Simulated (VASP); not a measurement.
# Cd2HgS3 (P3m1) in VASP: relaxation of cell and atoms with PBE

Aim: the relaxation of cell and atoms of Cd2HgS3 with PBE.

Program: VASP 6.6.1. These are calculated values, not measurements. Logs are shortened: lines on timing, memory, paths and dates and some standing lists are left out, and cuts for length are marked.

## (1) The cell of the first run

It takes space group P3m1 (No. 156, trigonal). Conventional cell: a = 4.097 Å, b = 4.097 Å, c = 10.035 Å, α = 90.00°, β = 90.00°, γ = 120.00°. Cd (site symmetry 3m) has 4 S at 2.51 Å within 3.3 Å. Cd (site symmetry 3m) has 4 S at 2.51 Å within 3.3 Å. Within 3.3 Å of Hg (site symmetry 3m) lie 4 S at 2.51 Å. Within 3.3 Å of S (site symmetry 3m) lie 3 Hg at 2.51 Å and 1 Cd at 2.51 Å. Within 3.3 Å of S (site symmetry 3m) lie 3 Cd at 2.51 Å and 1 Hg at 2.51 Å. Within 3.3 Å of S (site symmetry 3m) lie 4 Cd at 2.51 Å.

## (2) Relaxation of cell and atoms, PBE

INCAR reads:

```
  PREC = Accurate
  ENCUT = 630
  EDIFF = 1E-7
  ISMEAR = 0
  SIGMA = 0.1
  LREAL = False
  LASPH = True
  NELM = 120
  ALGO = Normal
  ISIF = 3
  LWAVE = False
  LCHARG = False
  GGA = PE
  IBRION = 2
  NSW = 90
  EDIFFG = -0.04
  GGA_COMPAT = False
  NELMIN = 4
```

KPOINTS reads:

```
regular mesh
0
Gamma
  6 6 2
```

POSCAR reads:

```
Cd2HgS3
1.0
    4.0967736500      0.0000000000      0.0000000000
   -2.0483868300      3.5479100600      0.0000000000
    0.0000000000      0.0000000000     10.0350050400
Cd Hg S
2 1 3
Direct
    0.0000000000      0.0000000000      0.0000000000
    0.6666666700      0.3333333300      0.3333333300
    0.3333333300      0.6666666700      0.6666666700
    0.0000000000      0.0000000000      0.7500000000
    0.3333333300      0.6666666700      0.4166666700
    0.6666666700      0.3333333300      0.0833333300
```

Potentials or basis: VASP PAW PBE potentials, release 64 (Cd_sv_GW, Hg_sv_GW, S).

Run with:

```console
cat potpaw_PBE.64/Cd_sv_GW/POTCAR potpaw_PBE.64/Hg_sv_GW/POTCAR potpaw_PBE.64/S/POTCAR > POTCAR
mpirun -np 1 vasp_std > vasp.out
```

OUTCAR:

```text
PREC = Accurate
   ENCUT = 630
   EDIFF = 1E-7
   ISMEAR = 0
   LREAL = False
   LASPH = True
   NELM = 120
   ISIF = 3
   GGA = PE
   IBRION = 2
   NSW = 90
   EDIFFG = -0.04
   NELMIN = 4

 ion  position               nearest neighbor table
   1  0.000  0.000  0.000-   6 2.51   6 2.51   4 2.51   6 2.51
   2  0.667  0.333  0.333-   5 2.51   6 2.51   5 2.51   5 2.51
   3  0.333  0.667  0.667-   4 2.51   4 2.51   5 2.51   4 2.51
   4  0.000  0.000  0.750-   3 2.51   3 2.51   1 2.51   3 2.51
   5  0.333  0.667  0.417-   2 2.51   3 2.51   2 2.51   2 2.51
   6  0.667  0.333  0.083-   1 2.51   1 2.51   2 2.51   1 2.51

  LATTYP: Found a hexagonal cell.
 ALAT       =     4.0967736500
 C/A-ratio  =     2.4494897442

  Lattice vectors:

 A1 = (   4.0967736500,   0.0000000000,   0.0000000000)
 A2 = (  -2.0483868300,   3.5479100600,   0.0000000000)
 A3 = (   0.0000000000,   0.0000000000,  10.0350050400)

Analysis of symmetry for initial positions (statically):
=====================================================================
 Subroutine PRICEL returns:
 Original cell was already a primitive cell.

 Routine SETGRP: Setting up the symmetry group for a
 hexagonal supercell.

 Subroutine GETGRP returns: Found  6 space group operations
 (whereof  6 operations were pure point group operations)
 out of a pool of 24 trial point group operations.

The static configuration has the point symmetry C_3v.

Analysis of symmetry for dynamics (positions and initial velocities):
=====================================================================
 Subroutine PRICEL returns:
 Original cell was already a primitive cell.

 Routine SETGRP: Setting up the symmetry group for a
 hexagonal supercell.

 Subroutine GETGRP returns: Found  6 space group operations
 (whereof  6 operations were pure point group operations)
 out of a pool of 24 trial point group operations.

The dynamic configuration has the point symmetry C_3v.

 Subroutine INISYM returns: Found  6 space group operations
 (whereof  6 operations are pure point group operations),
 and found     1 'primitive' translations

----------------------------------------------------------------------------------------

                                     Primitive cell

  volume of cell :     145.8586

  direct lattice vectors                    reciprocal lattice vectors
     4.096773650  0.000000000  0.000000000     0.244094521  0.140928037  0.000000000
    -2.048386830  3.547910060  0.000000000     0.000000000  0.281856074  0.000000000
     0.000000000  0.000000000 10.035005040     0.000000000  0.000000000  0.099651171

  length of vectors
     4.096773650  4.096773657 10.035005040     0.281856074  0.281856074  0.099651171

  position of ions in fractional coordinates (direct lattice)
     0.000000000  0.000000000  0.000000000
     0.666666670  0.333333330  0.333333330
     0.333333330  0.666666670  0.666666670
     0.000000000  0.000000000  0.750000000
     0.333333330  0.666666670  0.416666670
     0.666666670  0.333333330  0.083333330

  ion indices of the primitive-cell ions
   primitive index   ion index
                 1           1
                 2           2
                 3           3
                 4           4
                 5           5
                 6           6

----------------------------------------------------------------------------------------

 KPOINTS: regular mesh

Automatic generation of k-mesh.
 Grid dimensions read from file:
 generate k-points for:    6    6    2

 Generating k-lattice:

  Cartesian coordinates                     Fractional coordinates (reciprocal lattice)
     0.040682420  0.023488006  0.000000000     0.166666667  0.000000000  0.000000000
     0.000000000  0.046976012  0.000000000     0.000000000  0.166666667  0.000000000
     0.000000000  0.000000000  0.049825585     0.000000000  0.000000000  0.500000000

  Length of vectors
     0.046976012  0.046976012  0.049825585

  Shift w.r.t. Gamma in fractional coordinates (k-lattice)
     0.000000000  0.000000000  0.000000000

 Subroutine IBZKPT returns following result:
 ===========================================

 Found     14 irreducible k-points:

 Following reciprocal coordinates:
            Coordinates               Weight
  0.000000  0.000000  0.000000      1.000000
  0.166667  0.000000  0.000000      6.000000
  0.333333  0.000000  0.000000      6.000000
  0.500000 -0.000000  0.000000      3.000000
  0.166667  0.166667  0.000000      6.000000
  0.333333  0.166667  0.000000     12.000000
  0.333333  0.333333  0.000000      2.000000
  0.000000  0.000000  0.500000      1.000000
  0.166667  0.000000  0.500000      6.000000
  0.333333  0.000000  0.500000      6.000000
  0.500000 -0.000000  0.500000      3.000000
  0.166667  0.166667  0.500000      6.000000
  0.333333  0.166667  0.500000     12.000000
  0.333333  0.333333  0.500000      2.000000
   k-points           NKPTS =     14   k-points in BZ     NKDIM =     14   number of bands    NBANDS=     46
   number of dos      NEDOS =    301   number of ions     NIONS =      6
   total plane-waves  NPLWV = 108864
   dimension x,y,z NGX =    36 NGY =   36 NGZ =   84
   dimension x,y,z NGXF=    72 NGYF=   72 NGZF=  168
   ions per type =               2   1   3
   NGX,Y,Z   is equivalent  to a cutoff of  14.61, 14.61, 13.92 a.u.
   NGXF,Y,Z  is equivalent  to a cutoff of  29.22, 29.22, 27.83 a.u.
 SYSTEM =  unknown system
   PREC   = accura    normal or accurate (medium, high low for compatibility)
   ISTART =      0    job   : 0-new  1-cont  2-samecut
   ICHARG =      2    charge: 1-file 2-atom 10-const
   ISPIN  =      1    spin polarized calculation?
   LNONCOLLINEAR =      F non collinear calculations
   LSORBIT =      F    spin-orbit coupling
   LASPH  =      T    aspherical Exc in radial PAW
   ENCUT  =  630.0 eV  46.30 Ry    6.80 a.u.   8.38  8.38 20.54*2*pi/ulx,y,z
   NELM   =    120;   NELMIN=  4; NELMDL= -5     # of ELM steps
   EDIFF  = 0.1E-06   stopping-criterion for ELM
   LREAL  =      F    real-space projection
   EDIFFG = -.4E-01   stopping-criterion for IOM
   NSW    =     90    number of steps for IOM
   IBRION =      2    ionic relax: 0-MD 1-quasi-New 2-CG
   NFREE  =      1    steps in history (QN), initial steepest desc. (CG)
   ISIF   =      3    stress and relaxation
   ISYM   =      2    0-nonsym 1-usesym 2-fastsym
   POTIM  = 0.5000    time-step for ionic-motion
   TEBEG  =    0.0;   TEEND  =   0.0 temperature during run
   PSTRESS=    0.0 pullay stress
   NELECT =      78.0000    total number of electrons
   NUPDOWN=      -1.0000    fix difference up-down
   EMIN   =  10.00;   EMAX   =-10.00  energy-range for DOS
   EFERMI =   0.00;   METHOD = LEGACY
   ISMEAR =     0;   SIGMA  =   0.10  broadening in eV -4-tet -1-fermi 0-gaus
   EFERMI_NEDOS =   21; number of points for ismear=-14 and -15
   IALGO  =     38    algorithm
   IMIX   =      4    mixing-type and parameters
     AMIX     =   0.40;   BMIX     =  1.00
     AMIX_MAG =   1.60;   BMIX_MAG =  1.00
  volume/ion in A,a.u.               =      24.31       164.05
  Fermi-wavevector in a.u.,A,eV,Ry     =   1.328808  2.511083 24.024233  1.765731
  Thomas-Fermi vector in A             =   2.458018
   LORBIT       =      0    0 simple, 1 ext, 2 COOP (PROOUT), +10 PAW based schemes
   GGA     = PE    functional components
   LHFCALC =     F    Hartree Fock is set to
   AEXX    =    0.0000 exact exchange contribution
   IVDW    =     0    specifies the selected vdW correction
   LEPSILON=     F    determine dielectric tensor
   LRPA    =     F    only Hartree local field effects (RPA)
 conjugate gradient relaxation of ions
 non-spin polarized calculation
 Gauss-broadening in eV      SIGMA  =   0.10
  energy-cutoff  :      630.00
  volume of cell :      145.86
 maximum number of plane-waves:      5291
 NGX is ok and might be reduce to    36
   NGX = 17   NGY = 17   NGZ = 41

--------------------------------------- Ionic step        1  -------------------------------------------

 number of electron      77.9999990 magnetization

 Free energy of the ion-electron system (eV)
  ---------------------------------------------------
  ext. energy  EPLUGINS =         0.00000000
  ---------------------------------------------------
  free energy    TOTEN  =       -16.83551262 eV

  energy without entropy =      -16.83550499  energy(sigma->0) =      -16.83550881

------------------------ aborting loop because EDIFF is reached ----------------------------------------

  FORCE on cell =-STRESS in cart. coord.  units (eV):
  Direction    XX          YY          ZZ          XY          YZ          ZX
  --------------------------------------------------------------------------------------
  -------------------------------------------------------------------------------------
  Total        4.4553796      4.4553797      4.3903376     -0.0000000      0.0000000      0.0000000
  in kB       48.9399062     48.9399064     48.2254554     -0.0000001      0.0000000      0.0000000
  external PRESSURE =      48.7017560 kB  Pullay stress =       0.0000000 kB

 VOLUME and BASIS-vectors are now :
 -----------------------------------------------------------------------------
  energy-cutoff  :      630.00
  volume of cell :      145.86
      direct lattice vectors                 reciprocal lattice vectors
     4.096773650  0.000000000  0.000000000     0.244094521  0.140928037  0.000000000
    -2.048386830  3.547910060  0.000000000     0.000000000  0.281856074  0.000000000
     0.000000000  0.000000000 10.035005040     0.000000000  0.000000000  0.099651171

 POSITION                                       TOTAL-FORCE (eV/Angst)
 -----------------------------------------------------------------------------------
      0.00000      0.00000      0.00000         0.000000     -0.000000      0.015216
      2.04839      1.18264      3.34500        -0.000000      0.000000      0.017175
     -0.00000      2.36527      6.69000         0.000000     -0.000000     -0.006691
      0.00000      0.00000      7.52625         0.000000     -0.000000      0.178301
     -0.00000      2.36527      4.18125        -0.000000     -0.000000     -0.185287
      2.04839      1.18264      0.83625        -0.000000     -0.000000     -0.018714
 -----------------------------------------------------------------------------------
    total drift:                               -0.000015      0.000009     -0.000243
[... 230 lines left out ...]
 POSITION                                       TOTAL-FORCE (eV/Angst)
 -----------------------------------------------------------------------------------
     -0.00000      0.00000      0.00690        -0.000000      0.000000      0.059864
      2.10171      1.21343      3.42834         0.000000     -0.000000     -0.029177
     -0.00000      2.42685      6.85069         0.000000     -0.000000     -0.023641
     -0.00000      0.00000      7.73178         0.000000     -0.000000     -0.023002
     -0.00000      2.42685      4.26142        -0.000000      0.000000      0.007768
      2.10171      1.21343      0.85448        -0.000000      0.000000      0.008188
 -----------------------------------------------------------------------------------
    total drift:                               -0.000015      0.000009     -0.007133

  FREE ENERGIE OF THE ION-ELECTRON SYSTEM (eV)
  ---------------------------------------------------
  free  energy   TOTEN  =       -16.9994528223 eV

  energy  without entropy=      -16.9993695102  energy(sigma->0) =      -16.99941117

--------------------------------------- Ionic step        8  -------------------------------------------

 number of electron      77.9999996 magnetization

 Free energy of the ion-electron system (eV)
  ---------------------------------------------------
  ext. energy  EPLUGINS =         0.00000000
  ---------------------------------------------------
  free energy    TOTEN  =       -16.99976756 eV

  energy without entropy =      -16.99968830  energy(sigma->0) =      -16.99972793

 E-fermi :   2.8807     XC(G=0):  -9.1031

 val. band max:        2.6888671820   @ k =   0.0000   0.0000   0.0000
 cond. band min:       3.0547586587   @ k =   0.0000   0.0000   0.0000
 fundamental gap:      0.3658914767
 Fermi energy:         2.8806796417

 k-point     1 :       0.0000    0.0000    0.0000
  band No.  band energies     occupation
      1    -111.2176      2.00000
      2     -98.8090      2.00000
      3     -98.8036      2.00000
      4     -59.8717      2.00000
      5     -59.8717      2.00000
      6     -59.8716      2.00000
[... 688 lines left out ...]
 VOLUME and BASIS-vectors are now :
 -----------------------------------------------------------------------------
  energy-cutoff  :      630.00
  volume of cell :      156.95
      direct lattice vectors                 reciprocal lattice vectors
     4.200264334 -0.000000000 -0.000000000     0.238080254  0.137455699  0.000000000
    -2.100132172  3.637535622 -0.000000000     0.000000000  0.274911397 -0.000000000
    -0.000000000  0.000000000 10.272403981     0.000000000  0.000000000  0.097348196

 POSITION                                       TOTAL-FORCE (eV/Angst)
 -----------------------------------------------------------------------------------
     -2.10013      3.63754      0.01147        -0.000000      0.000000      0.032530
      2.10013      1.21251      3.42336         0.000000     -0.000000     -0.013811
     -0.00000      2.42502      6.84267         0.000000     -0.000000     -0.014776
     -2.10013      3.63754      7.72457         0.000000     -0.000000     -0.006797
     -0.00000      2.42502      4.25672         0.000000     -0.000000     -0.000639
      2.10013      1.21251      0.85412        -0.000000      0.000000      0.003494
 -----------------------------------------------------------------------------------
    total drift:                               -0.000015      0.000009     -0.001508

  FREE ENERGIE OF THE ION-ELECTRON SYSTEM (eV)
  ---------------------------------------------------
  free  energy   TOTEN  =       -16.9997675561 eV

  energy  without entropy=      -16.9996882979  energy(sigma->0) =      -16.99972793

 reached required accuracy - stopping structural energy minimisation
```

Run time: 12 min. Hardware: 1 thread of Intel Xeon Platinum 8488C (Sapphire Rapids), shared host; peak memory 0.41 GiB.

What came out:

```
Free energy                           : -16.9998 eV
Relaxed volume                        : 26.16 Å³/atom
Relaxed cell                          : a = 4.200 Å, b = 4.200 Å, c = 10.272 Å, α = 90.00°, β = 90.00°, γ = 120.00°
Space group after relaxing (to 0.1 Å) : P3m1 (No. 156)
Energy gained by relaxing             : 27.4 meV/atom
Ionic steps                           : 8
Pressure after relaxing               : 0.1 GPa
Largest force after relaxing          : 0.033 eV/Å
Band gap on the k mesh                : 0.37 eV
```

Forces in eV/Å, atoms in the order of the input:
```
Cd   0.000  0.000  0.033
Cd   0.000  0.000 -0.014
Hg   0.000  0.000 -0.015
S    0.000  0.000 -0.007
S    0.000  0.000 -0.001
S    0.000  0.000  0.003
```

The path:
```tsv
step	energy change (eV)	largest force (eV/Å)	pressure (GPa)	volume (Å³)
1	0.0000	0.1853	4.87	145.86
2	-0.1378	0.0766	-1.59	162.02
3	-0.1623	0.1016	-0.01	157.16
4	-0.1623	0.1001	-0.09	157.39
5	-0.1631	0.0667	-0.09	157.37
6	-0.1638	0.0534	-0.08	157.34
7	-0.1639	0.0599	-0.07	157.33
8	-0.1643	0.0325	0.06	156.95
```

Final structure:
```yaml
crystal:
  lattice:
    - [4.20026, 0.00000, 0.00000]
    - [-2.10013, 3.63754, 0.00000]
    - [0.00000, 0.00000, 10.27240]
  atoms:
    - { symbol: Cd, position: [0.00000, 0.00000, 0.00112] }
    - { symbol: Cd, position: [0.66667, 0.33333, 0.33326] }
    - { symbol: Hg, position: [0.33333, 0.66667, 0.66612] }
    - { symbol: S, position: [0.00000, 0.00000, 0.75197] }
    - { symbol: S, position: [0.33333, 0.66667, 0.41438] }
    - { symbol: S, position: [0.66667, 0.33333, 0.08315] }
```

Levels at points of the mesh, in eV from the valence-band top:
| k point | band 36 | band 37 | band 38 | band 39 | band 40 | band 41 | band 42 | band 43 |
| --- | --- | --- | --- | --- | --- | --- | --- | --- |
| (0.00, 0.00, 0.00) | -0.61 | -0.07 | 0.00 | 0.00 | 0.37 | 2.19 | 2.61 | 6.24 |
| (0.50, 0.00, 0.00) | -1.66 | -1.45 | -1.22 | -1.01 | 2.85 | 3.52 | 3.55 | 3.98 |
| (0.00, 0.00, 0.50) | -0.44 | -0.44 | -0.08 | -0.08 | 1.34 | 1.94 | 2.53 | 5.87 |
| (0.50, 0.00, 0.50) | -1.74 | -1.62 | -0.82 | -0.81 | 2.29 | 3.75 | 3.83 | 4.43 |

Caveat: spin-orbit coupling is left out, which moves the levels of the heavy elements.
